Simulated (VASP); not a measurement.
# CdS (zincblende type) (F-43m) in VASP: further runs

CdS (zincblende type) is run at these levels: PBE; tasks: single point, relaxation of cell and atoms.

Program: VASP 6.6.1. These are calculated values, not measurements. Logs are shortened: lines on timing, memory, paths and dates and some standing lists are left out, and cuts for length are marked.

## (1) The cell of the first run

It takes space group F-43m (No. 216, cubic). Conventional cell: a = 5.926 Å, b = 5.926 Å, c = 5.926 Å, α = 90.00°, β = 90.00°, γ = 90.00°. Within 3.4 Å of Cd (site symmetry -43m) lie 4 S at 2.57 Å. Within 3.4 Å of S (site symmetry -43m) lie 4 Cd at 2.57 Å.

## (2) Single point, PBE

File INCAR:

```
PREC     = Accurate       # precision mode
ENCUT    = 520            # plane-wave cutoff, eV
EDIFF    = 1E-6           # SCF threshold, eV
ISMEAR   = -1             # smearing method
SIGMA    = 0.1            # smearing width, eV
LREAL    = F              # projectors in reciprocal space
LASPH    = T              # aspherical terms in the spheres
NELM     = 100            # most SCF steps
ALGO     = Normal         # electronic algorithm
ISIF     = 2              # what is computed and relaxed
LWAVE    = F              # write WAVECAR
LCHARG   = F              # write CHGCAR
GGA      = PE             # functional
NBANDS   = 16             # bands
```

File KPOINTS:

```
Automatic mesh
0
Gamma
  11 11 11
```

File POSCAR:

```
CdS
1.0
    0.0000000000      2.9630734292      2.9630734292
    2.9630734292      0.0000000000      2.9630734292
    2.9630734292      2.9630734292      0.0000000000
Cd S
1 1
Direct
    0.0000000000      0.0000000000      0.0000000000
    0.2500000000      0.2500000000      0.2500000000
```

Potentials or basis: VASP PAW PBE potentials, release 64 (Cd, S).

Started as:

```
$ cat potpaw_PBE.64/Cd/POTCAR potpaw_PBE.64/S/POTCAR > POTCAR
$ mpirun -np 1 vasp_std > vasp.out
```

OUTCAR:

```text
PREC = Accurate
   ENCUT = 520
   EDIFF = 1E-6
   ISMEAR = -1
   LREAL = F
   LASPH = T
   NELM = 100
   ISIF = 2
   GGA = PE

 ion  position               nearest neighbor table
   1  0.000  0.000  0.000-   2 2.57   2 2.57   2 2.57   2 2.57
   2  0.250  0.250  0.250-   1 2.57   1 2.57   1 2.57   1 2.57

  LATTYP: Found a face centered cubic cell.
 ALAT       =     5.9261468584

  Lattice vectors:

 A1 = (   0.0000000000,   2.9630734292,   2.9630734292)
 A2 = (   2.9630734292,   0.0000000000,   2.9630734292)
 A3 = (   2.9630734292,   2.9630734292,   0.0000000000)

Analysis of symmetry for initial positions (statically):
=====================================================================
 Subroutine PRICEL returns:
 Original cell was already a primitive cell.

 Routine SETGRP: Setting up the symmetry group for a
 face centered cubic supercell.

 Subroutine GETGRP returns: Found 24 space group operations
 (whereof 24 operations were pure point group operations)
 out of a pool of 48 trial point group operations.

The static configuration has the point symmetry T_d .

Analysis of symmetry for dynamics (positions and initial velocities):
=====================================================================
 Subroutine PRICEL returns:
 Original cell was already a primitive cell.

 Routine SETGRP: Setting up the symmetry group for a
 face centered cubic supercell.

 Subroutine GETGRP returns: Found 24 space group operations
 (whereof 24 operations were pure point group operations)
 out of a pool of 48 trial point group operations.

The dynamic configuration has the point symmetry T_d .

 Subroutine INISYM returns: Found 24 space group operations
 (whereof 24 operations are pure point group operations),
 and found     1 'primitive' translations

----------------------------------------------------------------------------------------

                                     Primitive cell

  volume of cell :      52.0304

  direct lattice vectors                    reciprocal lattice vectors
     0.000000000  2.963073429  2.963073429    -0.168743709  0.168743709  0.168743709
     2.963073429  0.000000000  2.963073429     0.168743709 -0.168743709  0.168743709
     2.963073429  2.963073429  0.000000000     0.168743709  0.168743709 -0.168743709

  length of vectors
     4.190418630  4.190418630  4.190418630     0.292272677  0.292272677  0.292272677

  position of ions in fractional coordinates (direct lattice)
     0.000000000  0.000000000  0.000000000
     0.250000000  0.250000000  0.250000000

  ion indices of the primitive-cell ions
   primitive index   ion index
                 1           1
                 2           2

----------------------------------------------------------------------------------------

 KPOINTS: Automatic mesh

Automatic generation of k-mesh.
 Grid dimensions read from file:
 generate k-points for:   11   11   11

 Generating k-lattice:

  Cartesian coordinates                     Fractional coordinates (reciprocal lattice)
    -0.015340337  0.015340337  0.015340337     0.090909091  0.000000000  0.000000000
     0.015340337 -0.015340337  0.015340337     0.000000000  0.090909091  0.000000000
     0.015340337  0.015340337 -0.015340337     0.000000000  0.000000000  0.090909091

  Length of vectors
     0.026570243  0.026570243  0.026570243

  Shift w.r.t. Gamma in fractional coordinates (k-lattice)
     0.000000000  0.000000000  0.000000000

 Subroutine IBZKPT returns following result:
 ===========================================

 Found     56 irreducible k-points:

 Following reciprocal coordinates:
            Coordinates               Weight
  0.000000  0.000000  0.000000      1.000000
  0.090909  0.000000  0.000000      8.000000
  0.181818  0.000000  0.000000      8.000000
  0.272727  0.000000  0.000000      8.000000
  0.363636  0.000000  0.000000      8.000000
  0.454545  0.000000  0.000000      8.000000
[... 16 lines left out ...]
 -0.272727  0.181818  0.000000     24.000000
 -0.181818  0.181818  0.000000     12.000000
 [... further k-points ...]
   k-points           NKPTS =     56   k-points in BZ     NKDIM =     56   number of bands    NBANDS=     16
   number of dos      NEDOS =    301   number of ions     NIONS =      2
   total plane-waves  NPLWV =  32768
   dimension x,y,z NGX =    32 NGY =   32 NGZ =   32
   dimension x,y,z NGXF=    64 NGYF=   64 NGZF=   64
   ions per type =               1   1
   NGX,Y,Z   is equivalent  to a cutoff of  12.70, 12.70, 12.70 a.u.
   NGXF,Y,Z  is equivalent  to a cutoff of  25.39, 25.39, 25.39 a.u.
 SYSTEM =  unknown system
   PREC   = accura    normal or accurate (medium, high low for compatibility)
   ISTART =      0    job   : 0-new  1-cont  2-samecut
   ICHARG =      2    charge: 1-file 2-atom 10-const
   ISPIN  =      1    spin polarized calculation?
   LNONCOLLINEAR =      F non collinear calculations
   LSORBIT =      F    spin-orbit coupling
[... 26 lines left out ...]
  Thomas-Fermi vector in A             =   2.285917
   LORBIT       =      0    0 simple, 1 ext, 2 COOP (PROOUT), +10 PAW based schemes
   GGA     = PE    functional components
   LHFCALC =     F    Hartree Fock is set to
   AEXX    =    0.0000 exact exchange contribution
   IVDW    =     0    specifies the selected vdW correction
   LEPSILON=     F    determine dielectric tensor
   LRPA    =     F    only Hartree local field effects (RPA)
 non-spin polarized calculation
  energy-cutoff  :      520.00
  volume of cell :       52.03
 maximum number of plane-waves:      1411
   NGX = 15   NGY = 15   NGZ = 15

 number of electron      18.0000001 magnetization

 Free energy of the ion-electron system (eV)
  ---------------------------------------------------
  ext. energy  EPLUGINS =         0.00000000
  ---------------------------------------------------
  free energy    TOTEN  =        -6.14745304 eV

  energy without entropy =       -6.14739141  energy(sigma->0) =       -6.14742223

 E-fermi :   1.6080     XC(G=0):  -8.9293

 val. band max:        0.9190292612   @ k =   0.0000   0.0000   0.0000
 cond. band min:       1.9629369179   @ k =   0.0000   0.0000   0.0000
 fundamental gap:      1.0439076567
 Fermi energy:         1.6079572727

 k-point     1 :       0.0000    0.0000    0.0000
  band No.  band energies     occupation
      1     -11.1707      2.00000
      2      -6.6497      2.00000
      3      -6.6497      2.00000
      4      -6.6497      2.00000
      5      -6.2321      2.00000
      6      -6.2321      2.00000
[... 8 lines left out ...]
     15      12.3251      0.00000
     16      12.3251      0.00000

 k-point     2 :       0.0909    0.0000    0.0000
  band No.  band energies     occupation
      1     -11.1405      2.00000
      2      -6.6388      2.00000
      3      -6.6388      2.00000
      4      -6.6230      2.00000
      5      -6.2327      2.00000
      6      -6.2327      2.00000
[... 8 lines left out ...]
     15      11.9410      0.00000
     16      12.5384      0.00000

 k-point     3 :       0.1818    0.0000    0.0000
  band No.  band energies     occupation
      1     -11.0591      2.00000
      2      -6.6112      2.00000
      3      -6.6112      2.00000
      4      -6.5348      2.00000
      5      -6.2322      2.00000
      6      -6.2322      2.00000
[... 8 lines left out ...]
     15      11.5209      0.00000
     16      12.5280      0.00000

 k-point     4 :       0.2727    0.0000    0.0000
  band No.  band energies     occupation
      1     -10.9522      2.00000
      2      -6.5794      2.00000
      3      -6.5794      2.00000
      4      -6.3696      2.00000
      5      -6.2257      2.00000
      6      -6.2257      2.00000
[... 8 lines left out ...]
     15      11.5870      0.00000
     16      12.0220      0.00000
[... 324 lines left out ...]
 k-point    22 :      -0.3636    0.1818    0.0000
  band No.  band energies     occupation
      1     -10.7641      2.00000
      2      -6.5182      2.00000
      3      -6.4998      2.00000
      4      -6.2335      2.00000
      5      -6.2220      2.00000
      6      -5.8890      2.00000
[... 8 lines left out ...]
     15      12.3873      0.00000
     16      13.7334      0.00000

 k-point    23 :      -0.2727    0.1818    0.0000
  band No.  band energies     occupation
      1     -10.8278      2.00000
      2      -6.5280      2.00000
      3      -6.5264      2.00000
      4      -6.2536      2.00000
      5      -6.2419      2.00000
      6      -6.0769      2.00000
[... 8 lines left out ...]
     15      13.2000      0.00000
     16      13.7649      0.00000

 k-point    24 :      -0.1818    0.1818    0.0000
  band No.  band energies     occupation
      1     -10.9170      2.00000
      2      -6.5652      2.00000
      3      -6.5471      2.00000
      4      -6.3556      2.00000
      5      -6.2488      2.00000
      6      -6.1864      2.00000
[... 8 lines left out ...]
     15      12.4145      0.00000
     16      14.2373      0.00000

 [... further k-points ...]

------------------------ aborting loop because EDIFF is reached ----------------------------------------

  FORCE on cell =-STRESS in cart. coord.  units (eV):
  Direction    XX          YY          ZZ          XY          YZ          ZX
  --------------------------------------------------------------------------------------
  -------------------------------------------------------------------------------------
  Total        0.0966548      0.0966548      0.0966548      0.0000000      0.0000000      0.0000000
  in kB        2.9762999      2.9762999      2.9762999      0.0000000      0.0000000      0.0000000
  external PRESSURE =       2.9762999 kB  Pullay stress =       0.0000000 kB

 VOLUME and BASIS-vectors are now :
 -----------------------------------------------------------------------------
  energy-cutoff  :      520.00
  volume of cell :       52.03
      direct lattice vectors                 reciprocal lattice vectors
     0.000000000  2.963073429  2.963073429    -0.168743709  0.168743709  0.168743709
     2.963073429  0.000000000  2.963073429     0.168743709 -0.168743709  0.168743709
     2.963073429  2.963073429  0.000000000     0.168743709  0.168743709 -0.168743709

 POSITION                                       TOTAL-FORCE (eV/Angst)
 -----------------------------------------------------------------------------------
      0.00000      0.00000      0.00000         0.000000      0.000000      0.000000
      1.48154      1.48154      1.48154        -0.000000     -0.000000     -0.000000
 -----------------------------------------------------------------------------------
    total drift:                               -0.000000     -0.000000     -0.000000

  FREE ENERGIE OF THE ION-ELECTRON SYSTEM (eV)
  ---------------------------------------------------
  free  energy   TOTEN  =        -6.1474530441 eV

  energy  without entropy=       -6.1473914073  energy(sigma->0) =       -6.14742223
```

Run time: 30 s. Hardware: 1 thread of AMD EPYC 7R43 (Zen 3), shared host; peak memory 0.16 GiB.

Results:

| Quantity | Value |
| --- | --- |
| Free energy | -6.1475 eV |
| Pressure | 0.3 GPa |
| Band gap on the k mesh | 1.04 eV, direct |

Levels at points of the mesh, in eV from the valence-band top:
| k point | band 6 | band 7 | band 8 | band 9 | band 10 | band 11 | band 12 | band 13 |
| --- | --- | --- | --- | --- | --- | --- | --- | --- |
| (0.00, 0.00, 0.00) | -7.15 | 0.00 | 0.00 | 0.00 | 1.04 | 6.55 | 6.55 | 6.55 |

As with any semilocal functional, this PBE gap is likely too small.

## (3) Single point, PBE

File INCAR:

```
ALGO = Normal ; EDIFF = 1E-7
ENCUT = 520 ; GGA = PE
ISIF = 2 ; ISMEAR = -1
LASPH = True ; LCHARG = True
LELF = True ; LREAL = False
LVHAR = True ; LWAVE = False
NBANDS = 16 ; NELM = 100
PREC = Accurate ; SIGMA = 0.1
```

File KPOINTS:

```
k-points
0
Gamma
  11 11 11
```

File POSCAR:

```
CdS
1.0
    0.0000000000      2.9636831487      2.9636831487
    2.9636831487      0.0000000000      2.9636831487
    2.9636831487      2.9636831487      0.0000000000
Cd S
1 1
Direct
    0.0000000000      0.0000000000      0.0000000000
    0.2500000000      0.2500000000      0.2500000000
```

Potentials or basis: VASP PAW PBE potentials, release 64 (Cd, S).

Started as:

```
$ cat potpaw_PBE.64/Cd/POTCAR potpaw_PBE.64/S/POTCAR > POTCAR
$ mpirun -np 1 vasp_std > vasp.out
```

It took 33 s on 1 thread of AMD EPYC 7R43 (Zen 3), shared host; peak memory 0.16 GiB.

Results (log left out):

* Free energy: -6.1475 eV
* Pressure: 0.3 GPa
* Band gap on the k mesh: 1.04 eV, direct

Levels at points of the mesh, in eV from the valence-band top:
| k point | band 5 | band 6 | band 7 | band 8 | band 9 | band 10 | band 11 | band 12 | band 13 | band 14 |
| --- | --- | --- | --- | --- | --- | --- | --- | --- | --- | --- |
| (0.00, 0.00, 0.00) | -7.15 | -7.15 | 0.00 | 0.00 | 0.00 | 1.04 | 6.55 | 6.55 | 6.55 | 11.17 |

As with any semilocal functional, this PBE gap is likely too small.

## (4) Relaxation of cell and atoms, PBE, target pressure 0.0098 GPa, at which the enthalpy is minimised

This run uses another cell than the first one, of 24.89 Å³/atom, 0.957 times its volume.

File INCAR:

```
SYSTEM = CdS
PREC = Accurate ; ENCUT = 600
EDIFF = 1E-7 ; ISMEAR = -1
SIGMA = 0.1 ; LREAL = .False.
LASPH = .True. ; NELM = 60
ALGO = Normal ; ISIF = 3
LWAVE = .False. ; LCHARG = .False.
GGA = PE ; IBRION = 2
NSW = 60 ; EDIFFG = -0.005
PSTRESS = 0.098
```

File KPOINTS:

```
Automatic mesh
0
Gamma
  11 11 11
  0 0 0
```

File POSCAR:

```
CdS
1.0
    0.0000000000      2.9195661761      2.9195661761
    2.9195661761      0.0000000000      2.9195661761
    2.9195661761      2.9195661761      0.0000000000
Cd S
1 1
Direct
    0.0000000000      0.0000000000      0.0000000000
    0.2500000000      0.2500000000      0.2500000000
```

Started as:

```
$ cat potpaw_PBE.64/Cd/POTCAR potpaw_PBE.64/S/POTCAR > POTCAR
$ mpirun -np 1 vasp_std > vasp.out
```

Run time: 1.9 min. Hardware: 1 thread of AMD EPYC 7R43 (Zen 3), shared host; peak memory 0.21 GiB.

The run converged. Its results:

```
Free energy                                            : -6.1468 eV
Relaxed volume                                         : 26.14 Å³/atom
Relaxed cell                                           : a = 4.197 Å, b = 4.197 Å, c = 4.197 Å, α = 60.00°, β = 60.00°, γ = 60.00°
Space group after relaxing (to 0.05 Å)                 : F-43m (No. 216)
Energy change on relaxing (the enthalpy is what falls) : -11.1 meV/atom
Ionic steps                                            : 3
Pressure after relaxing                                : 0.0 GPa
Band gap on the k mesh                                 : 1.03 eV, direct
```

The path:
```
step  energy change (eV)  largest force (eV/Å)  pressure (GPa)  volume (Å³)
   1              0.0000                0.0000            2.97        49.77
   2             -0.0200                0.0000           -0.83        53.15
   3             -0.0223                0.0000            0.02        52.28
```

Final structure:
```
Cd S
1.0
     0.00000    2.96787    2.96787
     2.96787    0.00000    2.96787
     2.96787    2.96787    0.00000
Cd S
1 1
Direct
  0.00000 0.00000 0.00000
  0.25000 0.25000 0.25000
```

Levels at points of the mesh, in eV from the valence-band top:
| k point | band 5 | band 6 | band 7 | band 8 | band 9 | band 10 | band 11 | band 12 | band 13 |
| --- | --- | --- | --- | --- | --- | --- | --- | --- | --- |
| (0.00, 0.00, 0.00) | -7.14 | -7.14 | 0.00 | 0.00 | 0.00 | 1.03 | 6.55 | 6.55 | 6.55 |

Caveat: the cell is relaxed towards a set pressure, so the enthalpy falls and the energy may rise. As with any semilocal functional, this PBE gap is likely too small.

## (5) Relaxation of cell and atoms, PBE, target pressure 0.0098 GPa, at which the enthalpy is minimised

File INCAR:

```
SYSTEM = CdS
PREC     = Accurate       ! precision mode
ENCUT    = 600            ! plane-wave cutoff, eV
EDIFF    = 1E-7           ! SCF threshold, eV
ISMEAR   = -1             ! smearing method
SIGMA    = 0.1            ! smearing width, eV
LREAL    = .False.        ! projectors in reciprocal space
LASPH    = .True.         ! aspherical terms in the spheres
NELM     = 80             ! most SCF steps
ALGO     = Normal         ! electronic algorithm
ISIF     = 3              ! what is computed and relaxed
LWAVE    = .False.        ! write WAVECAR
LCHARG   = .False.        ! write CHGCAR
GGA      = PE             ! functional
IBRION   = 2              ! ionic algorithm
NSW      = 32             ! ionic steps
EDIFFG   = -0.005         ! ionic threshold
PSTRESS  = 0.098
```

File KPOINTS:

```
regular mesh
0
Gamma
  11 11 11
  0 0 0
```

File POSCAR:

```
CdS
1.0
    0.0000000000      2.9630734292      2.9630734292
    2.9630734292      0.0000000000      2.9630734292
    2.9630734292      2.9630734292      0.0000000000
Cd S
1 1
Direct
    0.0000000000      0.0000000000      0.0000000000
    0.2500000000      0.2500000000      0.2500000000
```

Started as:

```
$ cat potpaw_PBE.64/Cd/POTCAR potpaw_PBE.64/S/POTCAR > POTCAR
$ mpirun -np 1 vasp_std > vasp.out
```

Wall time 1.8 min (1 thread of AMD EPYC 7R43 (Zen 3), shared host); peak memory 0.2 GiB.

Results (log left out):

| Item | Value |
| --- | --- |
| Free energy | -6.1476 eV |
| Relaxed volume | 26.14 Å³/atom |
| Relaxed cell | a = 4.197 Å, b = 4.197 Å, c = 4.197 Å, α = 60.00°, β = 60.00°, γ = 60.00° |
| Space group after relaxing (to 0.05 Å) | F-43m (No. 216) |
| Energy change on relaxing (the enthalpy is what falls) | -0.1 meV/atom |
| Ionic steps | 3 |
| Pressure after relaxing | 0.0 GPa |
| Band gap on the k mesh | 1.03 eV, direct |

The path:
```
step  energy change (eV)  largest force (eV/Å)  pressure (GPa)  volume (Å³)
   1              0.0000                0.0000            0.28        52.03
   2             -0.0002                0.0000           -0.08        52.36
   3             -0.0002                0.0000            0.02        52.28
```

Final structure:
```
CELL_PARAMETERS angstrom
0.00000 2.96783 2.96783
2.96783 0.00000 2.96783
2.96783 2.96783 0.00000
ATOMIC_POSITIONS crystal
Cd 0.00000 0.00000 0.00000
S 0.25000 0.25000 0.25000
```

Levels at points of the mesh, in eV from the valence-band top:
| k point | band 7 | band 8 | band 9 | band 10 | band 11 | band 12 |
| --- | --- | --- | --- | --- | --- | --- |
| (0.00, 0.00, 0.00) | 0.00 | 0.00 | 0.00 | 1.03 | 6.55 | 6.55 |

Caveat: the cell is relaxed towards a set pressure, so the enthalpy falls and the energy may rise.

## (6) Summary

```tsv
task	cell	cutoff (eV)	gap on the mesh (eV)	pressure (GPa)
single point	a = 4.190 Å, angles 60.0°, 2 atoms	520	1.04	0.3
single point	a = 4.191 Å, angles 60.0°, 2 atoms	520	1.04	0.3
relaxation of cell and atoms	relaxed to 0.0098 GPa from a = 4.129 Å, angles 60.0°, 2 atoms	600	1.03	0.0
relaxation of cell and atoms	relaxed to 0.0098 GPa from a = 4.190 Å, angles 60.0°, 2 atoms	600	1.03	0.0
```

Alike in all rows: level PBE; potentials or basis VASP PAW PBE potentials, release 64 (Cd, S); no spin polarisation; k mesh 11 × 11 × 11; smearing fermi-dirac 0.1 eV.

Caveats: the cell is relaxed towards a set pressure, so the enthalpy falls and the energy may rise (some runs).

Total energies depend on the potentials used, so only differences within one code and one set of settings carry meaning.
